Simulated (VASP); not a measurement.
# Rb (Pm-3m) in VASP: further runs, part 2 of 2

VASP 6.6.1. The steps go on from the part before.

## 3. Relaxation of cell and atoms, PBEsol

This run uses another cell than the first one, of 96.70 Å³/atom, 1.029 times its volume.

INCAR reads:

```
PREC = Accurate ; ENCUT = 500
EDIFF = 1E-7 ; ISMEAR = 0
SIGMA = 0.1 ; LREAL = F
LASPH = T ; NELM = 120
ALGO = Normal ; ISIF = 3
LWAVE = F ; LCHARG = F
GGA = PS ; IBRION = 2
NSW = 80 ; EDIFFG = -0.02
GGA_COMPAT = F ; NELMIN = 4
```

KPOINTS reads:

```
Automatic mesh
0
Gamma
  5 5 5
```

POSCAR reads:

```
Rb
1.0
    4.5900000000      0.0000000000      0.0000000000
    0.0000000000      4.5900000000      0.0000000000
    0.0000000000      0.0000000000      4.5900000000
Rb
1
Direct
    0.0000000000      0.0000000000      0.0000000000
```

Potentials or basis: VASP PAW PBE potentials, release 64 (Rb_sv).

Command:

```sh
$ cat potpaw_PBE.64/Rb_sv/POTCAR > POTCAR
$ mpirun -np 1 vasp_std > vasp.out
```

OUTCAR:

```text
PREC = Accurate
   ENCUT = 500
   EDIFF = 1E-7
   ISMEAR = 0
   LREAL = F
   LASPH = T
   NELM = 120
   ISIF = 3
   GGA = PS
   IBRION = 2
   NSW = 80
   EDIFFG = -0.02
   NELMIN = 4

 ion  position               nearest neighbor table
   1  0.000  0.000  0.000-

  LATTYP: Found a simple cubic cell.
 ALAT       =     4.5900000000

  Lattice vectors:

 A1 = (   4.5900000000,   0.0000000000,   0.0000000000)
 A2 = (   0.0000000000,   4.5900000000,   0.0000000000)
 A3 = (   0.0000000000,   0.0000000000,   4.5900000000)

Analysis of symmetry for initial positions (statically):
[... 162 lines left out ...]
  FORCE on cell =-STRESS in cart. coord.  units (eV):
  Direction    XX          YY          ZZ          XY          YZ          ZX
  --------------------------------------------------------------------------------------
  -------------------------------------------------------------------------------------
  Total       -0.0363002     -0.0363002     -0.0363002     -0.0000000     -0.0000000      0.0000000
  in kB       -0.6014244     -0.6014244     -0.6014244     -0.0000000     -0.0000000      0.0000000
  external PRESSURE =      -0.6014244 kB  Pullay stress =       0.0000000 kB
[... 57 lines left out ...]
--------------------------------------- Ionic step        3  -------------------------------------------

 number of electron       9.0000000 magnetization

 Free energy of the ion-electron system (eV)
  ---------------------------------------------------
  ext. energy  EPLUGINS =         0.00000000
  ---------------------------------------------------
  free energy    TOTEN  =        -0.91584433 eV

  energy without entropy =       -0.90759048  energy(sigma->0) =       -0.91171740

 E-fermi :  -0.1724     XC(G=0):  -5.4005

 val. band max:       -0.4218886258   @ k =   0.4000   0.2000   0.0000
 cond. band min:      -0.1200159928   @ k =   0.4000   0.2000   0.2000
 fundamental gap:      0.3018726330
 Fermi energy:        -0.1724058114

 k-point     1 :       0.0000    0.0000    0.0000
  band No.  band energies     occupation
      1     -29.1528      2.00000
      2     -13.1848      2.00000
      3     -13.1848      2.00000
      4     -13.1848      2.00000
      5      -2.0486      2.00000
      6       2.1935      0.00000
      7       2.1935      0.00000
      8       5.6783      0.00000
[... 125 lines left out ...]
  FREE ENERGIE OF THE ION-ELECTRON SYSTEM (eV)
  ---------------------------------------------------
  free  energy   TOTEN  =        -0.9158443259 eV

  energy  without entropy=       -0.9075904800  energy(sigma->0) =       -0.91171740

 reached required accuracy - stopping structural energy minimisation
```

It took 13 s on 1 thread of Intel Xeon Platinum 8375C at 2.90GHz (Ice Lake), shared host; peak memory 0.19 GiB.

What came out:

```
Free energy                            : -0.9158 eV
Relaxed volume                         : 95.23 Å³/atom
Relaxed cell                           : a = 4.567 Å, b = 4.567 Å, c = 4.567 Å, α = 90.00°, β = 90.00°, γ = 90.00°
Space group after relaxing (to 0.05 Å) : Pm-3m (No. 221)
Energy gained by relaxing              : 0.4 meV/atom
Ionic steps                            : 3
Pressure after relaxing                : 0.0 GPa
```

The path:
```
step  energy change (eV)  largest force (eV/Å)  pressure (GPa)  volume (Å³)
   1              0.0000                0.0000           -0.06        96.70
   2             -0.0002                0.0000           -0.05        96.20
   3             -0.0004                0.0000           -0.03        95.23
```

Final structure:
```
CELL_PARAMETERS angstrom
4.56665 0.00000 0.00000
0.00000 4.56665 0.00000
0.00000 0.00000 4.56665
ATOMIC_POSITIONS crystal
Rb 0.00000 0.00000 0.00000
```

Caveat: the PAW data sets were made with another functional, which shifts forces and pressure a little.

## 4. Relaxation of cell and atoms, PBEsol, target pressure 15 GPa, at which the enthalpy is minimised

This run uses another cell than the first one, of 96.70 Å³/atom, 1.029 times its volume.

INCAR reads:

```
SYSTEM = Rb
PREC = Accurate
ENCUT = 500
EDIFF = 1E-7
ISMEAR = 0
SIGMA = 0.1
LREAL = .FALSE.
LASPH = .TRUE.
NELM = 120
ALGO = Normal
ISIF = 3
LWAVE = .FALSE.
LCHARG = .FALSE.
GGA = PS
IBRION = 2
NSW = 80
EDIFFG = -0.02
PSTRESS = 150.0
GGA_COMPAT = .FALSE.
NELMIN = 4
```

KPOINTS reads:

```
Automatic mesh
0
G
  5 5 5
  0 0 0
```

POSCAR is that of step 3.

Command:

```sh
$ cat potpaw_PBE.64/Rb_sv/POTCAR > POTCAR
$ mpirun -np 1 vasp_std > vasp.out
```

It took 37 s on 1 thread of Intel Xeon Platinum 8375C at 2.90GHz (Ice Lake), shared host; peak memory 0.22 GiB.

It converged, with:

```
Free energy                                            : 0.5399 eV
Relaxed volume                                         : 27.66 Å³/atom
Relaxed cell                                           : a = 3.024 Å, b = 3.024 Å, c = 3.024 Å, α = 90.00°, β = 90.00°, γ = 90.00°
Space group after relaxing (to 0.05 Å)                 : Pm-3m (No. 221)
Energy change on relaxing (the enthalpy is what falls) : +1455.3 meV/atom
Ionic steps                                            : 6
Pressure after relaxing                                : 15.1 GPa
```

Step by step:
```
step  energy change (eV)  largest force (eV/Å)  pressure (GPa)  volume (Å³)
   1              0.0000                0.0000           -0.06        96.70
   2              3.6838                0.0000           70.63        17.12
   3              1.1322                0.0000           10.55        31.55
   4              1.2986                0.0000           13.96        29.36
   5              1.3756                0.0000           14.88        28.51
   6              1.4553                0.0000           15.11        27.66
```

Final structure:
```
Rb
1.0
     3.02418    0.00000    0.00000
     0.00000    3.02418    0.00000
     0.00000    0.00000    3.02418
Rb
1
Direct
  0.00000 0.00000 0.00000
```

Levels at points of the mesh, in eV from the Fermi level:
| k point | band 2 | band 3 | band 4 | band 5 | band 6 | band 7 | band 8 |
| --- | --- | --- | --- | --- | --- | --- | --- |
| (0.00, 0.00, 0.00) | -12.49 | -12.49 | -12.49 | -2.74 | 1.21 | 1.21 | 11.16 |

Caveat: the cell is relaxed towards a set pressure, so the enthalpy falls and the energy may rise; the volume moved by over 15 % at a fixed basis, so the end points are rough; the PAW data sets were made with another functional, which shifts forces and pressure a little.

## 5. Overview

| task | cell | gap on the mesh (eV) | pressure (GPa) |
| --- | --- | --- | --- |
| single point | a = 4.547 Å, 1 atom | none | 0.0 |
| relaxation of cell and atoms | relaxed from a = 4.590 Å, 1 atom | none | 0.0 |
| relaxation of cell and atoms | relaxed to 15 GPa from a = 4.590 Å, 1 atom | none | 15.1 |

Alike in all rows: level PBEsol; potentials or basis VASP PAW PBE potentials, release 64 (Rb_sv); no spin polarisation; k mesh 5 × 5 × 5; cutoff (eV) 500; smearing gaussian 0.1 eV.

Caveats: the PAW data sets were made with another functional, which shifts forces and pressure a little; the cell is relaxed towards a set pressure, so the enthalpy falls and the energy may rise (some runs); the volume moved by over 15 % at a fixed basis, so the end points are rough (some runs).

Total energies depend on the potentials used, so only differences within one code and one set of settings carry meaning.
